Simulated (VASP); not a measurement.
# PbO (Litharge) (P4/nmm) in VASP: single point with PBE

Aim: the single point of PbO (Litharge) with PBE.

Everything below comes from runs of VASP 6.6.1. Logs are shortened: lines on timing, memory, paths and dates and some standing lists are left out, and cuts for length are marked.

## Step 1: The cell of the first run

Symmetry: P4/nmm, No. 129, tetragonal system. The conventional cell has a = 3.990 Å, b = 3.990 Å, c = 5.010 Å, α = 90.00°, β = 90.00°, γ = 90.00°. Within 3.1 Å of Pb (site symmetry 4mm) lie 4 O at 2.33 Å. Within 3.1 Å of O (site symmetry -4m2) lie 4 Pb at 2.33 Å and 4 O at 2.82 Å.

## Step 2: Single point, PBE

File INCAR:

```
ALGO = Normal ; EDIFF = 1E-7
ENCUT = 520 ; GGA = PE
ISIF = 2 ; ISMEAR = 0
LASPH = T ; LCHARG = F
LREAL = F ; LWAVE = F
NBANDS = 28 ; NELM = 100
PREC = Accurate ; SIGMA = 0.01
```

File KPOINTS:

```
k-points
0
Gamma
  3 3 3
```

File POSCAR:

```
PbO
1.0
    3.9900000000      0.0000000000      0.0000000000
    0.0000000000      3.9900000000      0.0000000000
    0.0000000000      0.0000000000      5.0100000000
Pb O
2 2
Direct
    0.0000000000      0.5000000000      0.2400000000
    0.5000000000      0.0000000000      0.7600000000
    0.0000000000      0.0000000000      0.0000000000
    0.5000000000      0.5000000000      0.0000000000
```

Potentials or basis: VASP PAW PBE potentials, release 64 (Pb_d, O).

The run is started by

```
$ cat potpaw_PBE.64/Pb_d/POTCAR potpaw_PBE.64/O/POTCAR > POTCAR
$ mpirun -np 1 vasp_std > vasp.out
```

OUTCAR:

```text
EDIFF = 1E-7
   ENCUT = 520
   GGA = PE
   ISIF = 2
   ISMEAR = 0
   LASPH = T
   LREAL = F
   NELM = 100
   PREC = Accurate

 ion  position               nearest neighbor table
   1  0.000  0.500  0.240-   3 2.33   4 2.33   3 2.33   4 2.33   2 3.71   2 3.71   2 3.71   2 3.71
                             2 3.84   2 3.84   2 3.84   2 3.84
   2  0.500  0.000  0.760-   3 2.33   4 2.33   4 2.33   3 2.33   1 3.71   1 3.71   1 3.71   1 3.71
                             1 3.84   1 3.84   1 3.84   1 3.84
   3  0.000  0.000  0.000-   1 2.33   2 2.33   1 2.33   2 2.33
   4  0.500  0.500  0.000-   1 2.33   2 2.33   2 2.33   1 2.33

  LATTYP: Found a simple tetragonal cell.
 ALAT       =     3.9900000000
 C/A-ratio  =     1.2556390977

  Lattice vectors:

 A1 = (   3.9900000000,   0.0000000000,   0.0000000000)
 A2 = (   0.0000000000,   3.9900000000,   0.0000000000)
 A3 = (   0.0000000000,   0.0000000000,   5.0100000000)

Analysis of symmetry for initial positions (statically):
=====================================================================
 Subroutine PRICEL returns:
 Original cell was already a primitive cell.

 Routine SETGRP: Setting up the symmetry group for a
 simple tetragonal supercell.

 Subroutine GETGRP returns: Found 16 space group operations
 (whereof  8 operations were pure point group operations)
 out of a pool of 16 trial point group operations.

The static configuration has the point symmetry D_2d.
 The point group associated with its full space group is D_4h.

Analysis of symmetry for dynamics (positions and initial velocities):
=====================================================================
 Subroutine PRICEL returns:
 Original cell was already a primitive cell.

 Routine SETGRP: Setting up the symmetry group for a
 simple tetragonal supercell.

 Subroutine GETGRP returns: Found 16 space group operations
 (whereof  8 operations were pure point group operations)
 out of a pool of 16 trial point group operations.

The dynamic configuration has the point symmetry D_2d.
 The point group associated with its full space group is D_4h.

 Subroutine INISYM returns: Found 16 space group operations
 (whereof  8 operations are pure point group operations),
 and found     1 'primitive' translations

----------------------------------------------------------------------------------------

                                     Primitive cell

  volume of cell :      79.7597

  direct lattice vectors                    reciprocal lattice vectors
     3.990000000  0.000000000  0.000000000     0.250626566  0.000000000  0.000000000
     0.000000000  3.990000000  0.000000000     0.000000000  0.250626566  0.000000000
     0.000000000  0.000000000  5.010000000     0.000000000  0.000000000  0.199600798

  length of vectors
     3.990000000  3.990000000  5.010000000     0.250626566  0.250626566  0.199600798

  position of ions in fractional coordinates (direct lattice)
     0.000000000  0.500000000  0.240000000
     0.500000000  0.000000000  0.760000000
     0.000000000  0.000000000  0.000000000
     0.500000000  0.500000000  0.000000000

  ion indices of the primitive-cell ions
   primitive index   ion index
                 1           1
                 2           2
                 3           3
                 4           4

----------------------------------------------------------------------------------------

 KPOINTS: k-points

Automatic generation of k-mesh.
 Grid dimensions read from file:
 generate k-points for:    3    3    3

 Generating k-lattice:

  Cartesian coordinates                     Fractional coordinates (reciprocal lattice)
     0.083542189  0.000000000  0.000000000     0.333333333  0.000000000  0.000000000
     0.000000000  0.083542189  0.000000000     0.000000000  0.333333333  0.000000000
     0.000000000  0.000000000  0.066533599     0.000000000  0.000000000  0.333333333

  Length of vectors
     0.083542189  0.083542189  0.066533599

  Shift w.r.t. Gamma in fractional coordinates (k-lattice)
     0.000000000  0.000000000  0.000000000

 Subroutine IBZKPT returns following result:
 ===========================================

 Found      6 irreducible k-points:

 Following reciprocal coordinates:
            Coordinates               Weight
  0.000000  0.000000  0.000000      1.000000
  0.333333  0.000000  0.000000      4.000000
  0.333333  0.333333  0.000000      4.000000
  0.000000  0.000000  0.333333      2.000000
  0.333333  0.000000  0.333333      8.000000
  0.333333  0.333333  0.333333      8.000000
   k-points           NKPTS =      6   k-points in BZ     NKDIM =      6   number of bands    NBANDS=     28
   number of dos      NEDOS =    301   number of ions     NIONS =      4
   total plane-waves  NPLWV =  36000
   dimension x,y,z NGX =    30 NGY =   30 NGZ =   40
   dimension x,y,z NGXF=    60 NGYF=   60 NGZF=   80
   ions per type =               2   2
   NGX,Y,Z   is equivalent  to a cutoff of  12.50, 12.50, 13.27 a.u.
   NGXF,Y,Z  is equivalent  to a cutoff of  25.00, 25.00, 26.55 a.u.
 SYSTEM =  unknown system
   PREC   = accura    normal or accurate (medium, high low for compatibility)
   ISTART =      0    job   : 0-new  1-cont  2-samecut
   ICHARG =      2    charge: 1-file 2-atom 10-const
   ISPIN  =      1    spin polarized calculation?
   LNONCOLLINEAR =      F non collinear calculations
   LSORBIT =      F    spin-orbit coupling
   LASPH  =      T    aspherical Exc in radial PAW
   ENCUT  =  520.0 eV  38.22 Ry    6.18 a.u.   7.42  7.42  9.32*2*pi/ulx,y,z
   NELM   =    100;   NELMIN=  2; NELMDL= -5     # of ELM steps
   EDIFF  = 0.1E-06   stopping-criterion for ELM
   LREAL  =      F    real-space projection
   EDIFFG = 0.1E-05   stopping-criterion for IOM
   NSW    =      0    number of steps for IOM
   IBRION =     -1    ionic relax: 0-MD 1-quasi-New 2-CG
   NFREE  =      0    steps in history (QN), initial steepest desc. (CG)
   ISIF   =      2    stress and relaxation
   ISYM   =      2    0-nonsym 1-usesym 2-fastsym
   POTIM  = 0.5000    time-step for ionic-motion
   TEBEG  =    0.0;   TEEND  =   0.0 temperature during run
   PSTRESS=    0.0 pullay stress
   NELECT =      40.0000    total number of electrons
   NUPDOWN=      -1.0000    fix difference up-down
   EMIN   =  10.00;   EMAX   =-10.00  energy-range for DOS
   EFERMI =   0.00;   METHOD = LEGACY
   ISMEAR =     0;   SIGMA  =   0.01  broadening in eV -4-tet -1-fermi 0-gaus
   EFERMI_NEDOS =   21; number of points for ismear=-14 and -15
   IALGO  =     38    algorithm
   IMIX   =      4    mixing-type and parameters
     AMIX     =   0.40;   BMIX     =  1.00
     AMIX_MAG =   1.60;   BMIX_MAG =  1.00
  volume/ion in A,a.u.               =      19.94       134.56
  Fermi-wavevector in a.u.,A,eV,Ry     =   1.300670  2.457909 23.017539  1.691741
  Thomas-Fermi vector in A             =   2.431853
   LORBIT       =      0    0 simple, 1 ext, 2 COOP (PROOUT), +10 PAW based schemes
   GGA     = PE    functional components
   LHFCALC =     F    Hartree Fock is set to
   AEXX    =    0.0000 exact exchange contribution
   IVDW    =     0    specifies the selected vdW correction
   LEPSILON=     F    determine dielectric tensor
   LRPA    =     F    only Hartree local field effects (RPA)
 non-spin polarized calculation
 Gauss-broadening in eV      SIGMA  =   0.01
  energy-cutoff  :      520.00
  volume of cell :       79.76
 maximum number of plane-waves:      2186
 NGX is ok and might be reduce to    30
   NGX = 15   NGY = 15   NGZ = 19

 number of electron      39.9999999 magnetization

 Free energy of the ion-electron system (eV)
  ---------------------------------------------------
  ext. energy  EPLUGINS =         0.00000000
  ---------------------------------------------------
  free energy    TOTEN  =       -21.44262506 eV

  energy without entropy =      -21.44262506  energy(sigma->0) =      -21.44262506

 E-fermi :   5.1746     XC(G=0):  -9.8294

 val. band max:        5.0672190826   @ k =   0.0000   0.0000   0.0000
 cond. band min:       7.1143162053   @ k =   0.0000   0.0000   0.3333
 fundamental gap:      2.0470971227
 Fermi energy:         5.1746269772

 k-point     1 :       0.0000    0.0000    0.0000
  band No.  band energies     occupation
      1     -13.1892      2.00000
      2     -12.6797      2.00000
      3     -10.9326      2.00000
      4     -10.9326      2.00000
      5     -10.8755      2.00000
      6     -10.8567      2.00000
[... 20 lines left out ...]
     27      12.5465      0.00000
     28      13.1222      0.00000

 k-point     2 :       0.3333    0.0000    0.0000
  band No.  band energies     occupation
      1     -13.0039      2.00000
      2     -12.7605      2.00000
      3     -10.8841      2.00000
      4     -10.8814      2.00000
      5     -10.8195      2.00000
      6     -10.8087      2.00000
[... 20 lines left out ...]
     27      13.2887      0.00000
     28      15.8254      0.00000

 k-point     3 :       0.3333    0.3333    0.0000
  band No.  band energies     occupation
      1     -12.9119      2.00000
      2     -12.7974      2.00000
      3     -10.8419      2.00000
      4     -10.8365      2.00000
      5     -10.8288      2.00000
      6     -10.7754      2.00000
[... 20 lines left out ...]
     27      13.1641      0.00000
     28      14.1402      0.00000

 k-point     4 :       0.0000    0.0000    0.3333
  band No.  band energies     occupation
      1     -13.1704      2.00000
      2     -12.6667      2.00000
      3     -10.8930      2.00000
      4     -10.8930      2.00000
      5     -10.8834      2.00000
      6     -10.8390      2.00000
[... 20 lines left out ...]
     27      13.3946      0.00000
     28      13.6442      0.00000

 k-point     5 :       0.3333    0.0000    0.3333
  band No.  band energies     occupation
      1     -13.0063      2.00000
      2     -12.7621      2.00000
      3     -10.9008      2.00000
      4     -10.8572      2.00000
      5     -10.8521      2.00000
      6     -10.8258      2.00000
[... 20 lines left out ...]
     27      14.1053      0.00000
     28      15.7562      0.00000

 k-point     6 :       0.3333    0.3333    0.3333
  band No.  band energies     occupation
      1     -12.9153      2.00000
      2     -12.7972      2.00000
      3     -10.8576      2.00000
      4     -10.8226      2.00000
      5     -10.8092      2.00000
      6     -10.7808      2.00000
[... 20 lines left out ...]
     27      14.7034      0.00000
     28      15.4684      0.00000

------------------------ aborting loop because EDIFF is reached ----------------------------------------

  FORCE on cell =-STRESS in cart. coord.  units (eV):
  Direction    XX          YY          ZZ          XY          YZ          ZX
  --------------------------------------------------------------------------------------
  -------------------------------------------------------------------------------------
  Total        1.6853384      1.6853384      1.0671066      0.0000000      0.0000000      0.0000000
  in kB       33.8543270     33.8543270     21.4355624      0.0000000      0.0000000      0.0000000
  external PRESSURE =      29.7147388 kB  Pullay stress =       0.0000000 kB

 VOLUME and BASIS-vectors are now :
 -----------------------------------------------------------------------------
  energy-cutoff  :      520.00
  volume of cell :       79.76
      direct lattice vectors                 reciprocal lattice vectors
     3.990000000  0.000000000  0.000000000     0.250626566  0.000000000  0.000000000
     0.000000000  3.990000000  0.000000000     0.000000000  0.250626566  0.000000000
     0.000000000  0.000000000  5.010000000     0.000000000  0.000000000  0.199600798

 POSITION                                       TOTAL-FORCE (eV/Angst)
 -----------------------------------------------------------------------------------
      0.00000      1.99500      1.20240         0.000000      0.000000      0.076378
      1.99500      0.00000      3.80760        -0.000000      0.000000     -0.076378
      0.00000      0.00000      0.00000        -0.000000     -0.000000      0.000000
      1.99500      1.99500      0.00000        -0.000000      0.000000      0.000000
 -----------------------------------------------------------------------------------
    total drift:                                0.000000      0.000000      0.000000

  FREE ENERGIE OF THE ION-ELECTRON SYSTEM (eV)
  ---------------------------------------------------
  free  energy   TOTEN  =       -21.4426250596 eV

  energy  without entropy=      -21.4426250596  energy(sigma->0) =      -21.44262506
```

Wall time 18 s (1 thread of Intel Xeon 6975P-C, shared host); peak memory 0.18 GiB.

What came out:

* Free energy: -21.4426 eV
* Pressure: 3.0 GPa
* Largest force: 0.076 eV/Å
* Band gap on the k mesh: 2.05 eV, indirect (least direct gap 2.42 eV)

Forces on the atoms (eV/Å):
```
Pb   0.000  0.000  0.076
Pb   0.000  0.000 -0.076
O    0.000  0.000  0.000
O    0.000  0.000  0.000
```

Caveat: the k points lie up to 0.52 Å⁻¹ apart; spin-orbit coupling is left out, which moves the levels of the heavy elements. A hybrid or GW would open this gap; PBE tends to underestimate it.
